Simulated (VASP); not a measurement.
# Si4Ge (F-43m) in VASP: single point with PBE

Aim: the single point of Si4Ge with PBE.

All numbers are computed with VASP 6.6.1; they aren't measurements. Logs are shortened: lines on timing, memory, paths and dates and some standing lists are left out, and cuts for length are marked.

### 1 The cell of the first run

The structure is cubic, space group F-43m (No. 216). Conventional cell: a = 9.349 Å, b = 9.349 Å, c = 9.349 Å, α = 90.00°, β = 90.00°, γ = 90.00°. Within 3.0 Å of Si (site symmetry 2mm) lie 1 Si at 2.29 Å and 1 Ge at 2.38 Å. Si (site symmetry -43m) has 6 Si at 2.29 Å within 3.0 Å. Si (site symmetry -43m) has 16 Si at 3.31 to 4.05 Å and 4 Ge at 4.05 Å within 4.3 Å. Ge (site symmetry -43m) has 6 Si at 2.38 Å within 3.1 Å. Within 4.3 Å of Ge (site symmetry -43m) lie 16 Si at 3.31 to 4.05 Å and 4 Ge at 4.05 Å.

The cell was generated, and may not be a known phase.

### 2 Single point, PBE

The input, INCAR:

```
SYSTEM = Si4Ge
PREC = Accurate
ENCUT = 500
EDIFF = 1E-6
ISMEAR = 0
SIGMA = 0.2
LREAL = .False.
LASPH = .True.
NELM = 120
ALGO = Normal
ISIF = 2
LWAVE = .False.
LCHARG = .False.
GGA = PE
NBANDS = 41
GGA_COMPAT = .False.
```

The input, KPOINTS:

```
regular mesh
0
Gamma
  3 3 3
  0 0 0
```

The input, POSCAR:

```
Si4Ge
1.0
    0.0000000000      4.6744364280      4.6744364280
    4.6744364280      0.0000000000      4.6744364280
    4.6744364280      4.6744364280      0.0000000000
Si Ge
8 2
Direct
    0.7547959945      0.2452040055      0.2452040055
    0.2452040055      0.7547959945      0.7547959945
    0.2452040055      0.7547959945      0.2452040055
    0.7547959945      0.2452040055      0.7547959945
    0.2452040055      0.2452040055      0.7547959945
    0.7547959945      0.7547959945      0.2452040055
    0.0000000000      0.0000000000      0.0000000000
    0.7500000000      0.7500000000      0.7500000000
    0.5000000000      0.5000000000      0.5000000000
    0.2500000000      0.2500000000      0.2500000000
```

Potentials or basis: VASP PAW PBE potentials, release 64 (Si, Ge_d).

The run is started by

```sh
cat potpaw_PBE.64/Si/POTCAR potpaw_PBE.64/Ge_d/POTCAR > POTCAR
mpirun -np 1 vasp_std > vasp.out
```

OUTCAR:

```text
SYSTEM = Si4Ge
   PREC = Accurate
   ENCUT = 500
   EDIFF = 1E-6
   ISMEAR = 0
   LREAL = .False.
   LASPH = .True.
   NELM = 120
   ISIF = 2
   GGA = PE

 ion  position               nearest neighbor table
   1  0.755  0.245  0.245-   7 2.29   9 2.38
   2  0.245  0.755  0.755-   7 2.29   9 2.38
   3  0.245  0.755  0.245-   7 2.29   9 2.38
   4  0.755  0.245  0.755-   7 2.29   9 2.38
   5  0.245  0.245  0.755-   7 2.29   9 2.38
   6  0.755  0.755  0.245-   7 2.29   9 2.38
   7  0.000  0.000  0.000-   1 2.29   2 2.29   3 2.29   4 2.29   5 2.29   6 2.29
   8  0.750  0.750  0.750-
   9  0.500  0.500  0.500-   1 2.38   2 2.38   3 2.38   4 2.38   5 2.38   6 2.38
  10  0.250  0.250  0.250-

  LATTYP: Found a face centered cubic cell.
 ALAT       =     9.3488728560

  Lattice vectors:

 A1 = (   0.0000000000,   4.6744364280,   4.6744364280)
 A2 = (   4.6744364280,   0.0000000000,   4.6744364280)
 A3 = (   4.6744364280,   4.6744364280,   0.0000000000)

Analysis of symmetry for initial positions (statically):
=====================================================================
 Subroutine PRICEL returns:
 Original cell was already a primitive cell.

 Routine SETGRP: Setting up the symmetry group for a
 face centered cubic supercell.

 Subroutine GETGRP returns: Found 24 space group operations
 (whereof 24 operations were pure point group operations)
 out of a pool of 48 trial point group operations.

The static configuration has the point symmetry T_d .

Analysis of symmetry for dynamics (positions and initial velocities):
=====================================================================
 Subroutine PRICEL returns:
 Original cell was already a primitive cell.

 Routine SETGRP: Setting up the symmetry group for a
 face centered cubic supercell.

 Subroutine GETGRP returns: Found 24 space group operations
 (whereof 24 operations were pure point group operations)
 out of a pool of 48 trial point group operations.

The dynamic configuration has the point symmetry T_d .

 Subroutine INISYM returns: Found 24 space group operations
 (whereof 24 operations are pure point group operations),
 and found     1 'primitive' translations

----------------------------------------------------------------------------------------

                                     Primitive cell

  volume of cell :     204.2762

  direct lattice vectors                    reciprocal lattice vectors
     0.000000000  4.674436428  4.674436428    -0.106964766  0.106964766  0.106964766
     4.674436428  0.000000000  4.674436428     0.106964766 -0.106964766  0.106964766
     4.674436428  4.674436428  0.000000000     0.106964766  0.106964766 -0.106964766

  length of vectors
     6.610651393  6.610651393  6.610651393     0.185268410  0.185268410  0.185268410

  position of ions in fractional coordinates (direct lattice)
     0.754795995  0.245204005  0.245204005
     0.245204005  0.754795995  0.754795995
     0.245204005  0.754795995  0.245204005
     0.754795995  0.245204005  0.754795995
     0.245204005  0.245204005  0.754795995
     0.754795995  0.754795995  0.245204005
     0.000000000  0.000000000  0.000000000
     0.750000000  0.750000000  0.750000000
     0.500000000  0.500000000  0.500000000
     0.250000000  0.250000000  0.250000000

  ion indices of the primitive-cell ions
   primitive index   ion index
                 1           1
                 2           2
                 3           3
                 4           4
                 5           5
                 6           6
                 7           7
                 8           8
                 9           9
                10          10

----------------------------------------------------------------------------------------

 KPOINTS: regular mesh

Automatic generation of k-mesh.
 Grid dimensions read from file:
 generate k-points for:    3    3    3

 Generating k-lattice:

  Cartesian coordinates                     Fractional coordinates (reciprocal lattice)
    -0.035654922  0.035654922  0.035654922     0.333333333  0.000000000  0.000000000
     0.035654922 -0.035654922  0.035654922     0.000000000  0.333333333  0.000000000
     0.035654922  0.035654922 -0.035654922     0.000000000  0.000000000  0.333333333

  Length of vectors
     0.061756137  0.061756137  0.061756137

  Shift w.r.t. Gamma in fractional coordinates (k-lattice)
     0.000000000  0.000000000  0.000000000

 Subroutine IBZKPT returns following result:
 ===========================================

 Found      4 irreducible k-points:

 Following reciprocal coordinates:
            Coordinates               Weight
  0.000000  0.000000  0.000000      1.000000
  0.333333  0.000000  0.000000      8.000000
  0.333333  0.333333  0.000000      6.000000
 -0.333333  0.333333  0.000000     12.000000
   k-points           NKPTS =      4   k-points in BZ     NKDIM =      4   number of bands    NBANDS=     41
   number of dos      NEDOS =    301   number of ions     NIONS =     10
   total plane-waves  NPLWV = 110592
   dimension x,y,z NGX =    48 NGY =   48 NGZ =   48
   dimension x,y,z NGXF=    96 NGYF=   96 NGZF=   96
   ions per type =               8   2
   NGX,Y,Z   is equivalent  to a cutoff of  12.07, 12.07, 12.07 a.u.
   NGXF,Y,Z  is equivalent  to a cutoff of  24.14, 24.14, 24.14 a.u.
 SYSTEM =  Si4Ge
   PREC   = accura    normal or accurate (medium, high low for compatibility)
   ISTART =      0    job   : 0-new  1-cont  2-samecut
   ICHARG =      2    charge: 1-file 2-atom 10-const
   ISPIN  =      1    spin polarized calculation?
   LNONCOLLINEAR =      F non collinear calculations
   LSORBIT =      F    spin-orbit coupling
   LASPH  =      T    aspherical Exc in radial PAW
   ENCUT  =  500.0 eV  36.75 Ry    6.06 a.u.  12.05 12.05 12.05*2*pi/ulx,y,z
   NELM   =    120;   NELMIN=  2; NELMDL= -5     # of ELM steps
   EDIFF  = 0.1E-05   stopping-criterion for ELM
   LREAL  =      F    real-space projection
   EDIFFG = 0.1E-04   stopping-criterion for IOM
   NSW    =      0    number of steps for IOM
   IBRION =     -1    ionic relax: 0-MD 1-quasi-New 2-CG
   NFREE  =      0    steps in history (QN), initial steepest desc. (CG)
   ISIF   =      2    stress and relaxation
   ISYM   =      2    0-nonsym 1-usesym 2-fastsym
   POTIM  = 0.5000    time-step for ionic-motion
   TEBEG  =    0.0;   TEEND  =   0.0 temperature during run
   PSTRESS=    0.0 pullay stress
   NELECT =      60.0000    total number of electrons
   NUPDOWN=      -1.0000    fix difference up-down
   EMIN   =  10.00;   EMAX   =-10.00  energy-range for DOS
   EFERMI =   0.00;   METHOD = LEGACY
   ISMEAR =     0;   SIGMA  =   0.20  broadening in eV -4-tet -1-fermi 0-gaus
   EFERMI_NEDOS =   21; number of points for ismear=-14 and -15
   IALGO  =     38    algorithm
   IMIX   =      4    mixing-type and parameters
     AMIX     =   0.40;   BMIX     =  1.00
     AMIX_MAG =   1.60;   BMIX_MAG =  1.00
  volume/ion in A,a.u.               =      20.43       137.85
  Fermi-wavevector in a.u.,A,eV,Ry     =   1.088227  2.056450 16.112523  1.184237
  Thomas-Fermi vector in A             =   2.224403
   LORBIT       =      0    0 simple, 1 ext, 2 COOP (PROOUT), +10 PAW based schemes
   GGA     = PE    functional components
   LHFCALC =     F    Hartree Fock is set to
   AEXX    =    0.0000 exact exchange contribution
   IVDW    =     0    specifies the selected vdW correction
   LEPSILON=     F    determine dielectric tensor
   LRPA    =     F    only Hartree local field effects (RPA)
 non-spin polarized calculation
 Gauss-broadening in eV      SIGMA  =   0.20
  energy-cutoff  :      500.00
  volume of cell :      204.28
 maximum number of plane-waves:      5202
   NGX = 25   NGY = 25   NGZ = 25

 number of electron      59.9999979 magnetization

 Free energy of the ion-electron system (eV)
  ---------------------------------------------------
  ext. energy  EPLUGINS =         0.00000000
  ---------------------------------------------------
  free energy    TOTEN  =       -42.04192178 eV

  energy without entropy =      -41.88891374  energy(sigma->0) =      -41.96541776

 E-fermi :   5.7587     XC(G=0):  -9.8814

 val. band max:        5.7473809178   @ k =   0.0000   0.0000   0.0000
 cond. band min:       5.8697837821   @ k =  -0.3333   0.3333   0.0000
 fundamental gap:      0.1224028642
 Fermi energy:         5.7586673637

 k-point     1 :       0.0000    0.0000    0.0000
  band No.  band energies     occupation
      1     -18.8722      2.00000
      2     -18.8722      2.00000
      3     -18.8722      2.00000
      4     -18.8715      2.00000
      5     -18.8715      2.00000
      6     -18.8537      2.00000
[... 33 lines left out ...]
     40       9.5016      0.00000
     41      10.2866      0.00000

 k-point     2 :       0.3333    0.0000    0.0000
  band No.  band energies     occupation
      1     -18.8722      2.00000
      2     -18.8722      2.00000
      3     -18.8722      2.00000
      4     -18.8714      2.00000
      5     -18.8714      2.00000
      6     -18.8538      2.00000
[... 33 lines left out ...]
     40       9.1959      0.00000
     41       9.9571      0.00000

 k-point     3 :       0.3333    0.3333    0.0000
  band No.  band energies     occupation
      1     -18.8723      2.00000
      2     -18.8722      2.00000
      3     -18.8722      2.00000
      4     -18.8714      2.00000
      5     -18.8714      2.00000
      6     -18.8538      2.00000
[... 33 lines left out ...]
     40       9.1715      0.00000
     41       9.4575      0.00000

 k-point     4 :      -0.3333    0.3333    0.0000
  band No.  band energies     occupation
      1     -18.8723      2.00000
      2     -18.8723      2.00000
      3     -18.8722      2.00000
      4     -18.8714      2.00000
      5     -18.8714      2.00000
      6     -18.8538      2.00000
[... 33 lines left out ...]
     40       8.5061      0.00000
     41       9.1015      0.00000

------------------------ aborting loop because EDIFF is reached ----------------------------------------

  FORCE on cell =-STRESS in cart. coord.  units (eV):
  Direction    XX          YY          ZZ          XY          YZ          ZX
  --------------------------------------------------------------------------------------
  -------------------------------------------------------------------------------------
  Total        0.0761970      0.0761970      0.0761970     -0.0000000      0.0000000     -0.0000000
  in kB        0.5976277      0.5976277      0.5976277     -0.0000000      0.0000000     -0.0000000
  external PRESSURE =       0.5976277 kB  Pullay stress =       0.0000000 kB

 VOLUME and BASIS-vectors are now :
 -----------------------------------------------------------------------------
  energy-cutoff  :      500.00
  volume of cell :      204.28
      direct lattice vectors                 reciprocal lattice vectors
     0.000000000  4.674436428  4.674436428    -0.106964766  0.106964766  0.106964766
     4.674436428  0.000000000  4.674436428     0.106964766 -0.106964766  0.106964766
     4.674436428  4.674436428  0.000000000     0.106964766  0.106964766 -0.106964766

 POSITION                                       TOTAL-FORCE (eV/Angst)
 -----------------------------------------------------------------------------------
      2.29238      4.67444      4.67444        -0.030685     -0.000000     -0.000000
      7.05649      4.67444      4.67444         0.030685     -0.000000     -0.000000
      4.67444      2.29238      4.67444        -0.000000     -0.030685     -0.000000
      4.67444      7.05649      4.67444        -0.000000      0.030685     -0.000000
      4.67444      4.67444      2.29238        -0.000000     -0.000000     -0.030685
      4.67444      4.67444      7.05649        -0.000000     -0.000000      0.030685
      0.00000      0.00000      0.00000        -0.000000     -0.000000     -0.000000
      7.01165      7.01165      7.01165        -0.000000     -0.000000     -0.000000
      4.67444      4.67444      4.67444        -0.000000     -0.000000     -0.000000
      2.33722      2.33722      2.33722        -0.000000     -0.000000     -0.000000
 -----------------------------------------------------------------------------------
    total drift:                                0.000000      0.000000      0.000000

  FREE ENERGIE OF THE ION-ELECTRON SYSTEM (eV)
  ---------------------------------------------------
  free  energy   TOTEN  =       -42.0419217752 eV

  energy  without entropy=      -41.8889137426  energy(sigma->0) =      -41.96541776
```

Wall time 58 s (1 thread of Intel Xeon 8259CL, shared host); peak memory 0.28 GiB.

Results:

```
Free energy            : -42.0419 eV
Pressure               : 0.1 GPa
Largest force          : 0.031 eV/Å
Band gap on the k mesh : zero (bands 30 and 31 overlap by 1.85 eV)
```

Forces in eV/Å, atoms in the order of the input:
```
Si  -0.031  0.000  0.000
Si   0.031  0.000  0.000
Si   0.000 -0.031  0.000
Si   0.000  0.031  0.000
Si   0.000  0.000 -0.031
Si   0.000  0.000  0.031
Si   0.000  0.000  0.000
Si   0.000  0.000  0.000
Ge   0.000  0.000  0.000
Ge   0.000  0.000  0.000
```

Caveat: the k points lie up to 0.39 Å⁻¹ apart, too coarse for converged energies and pressures of a metal.

The gap in the log of VASP goes by the Fermi energy; the results here count the filled bands.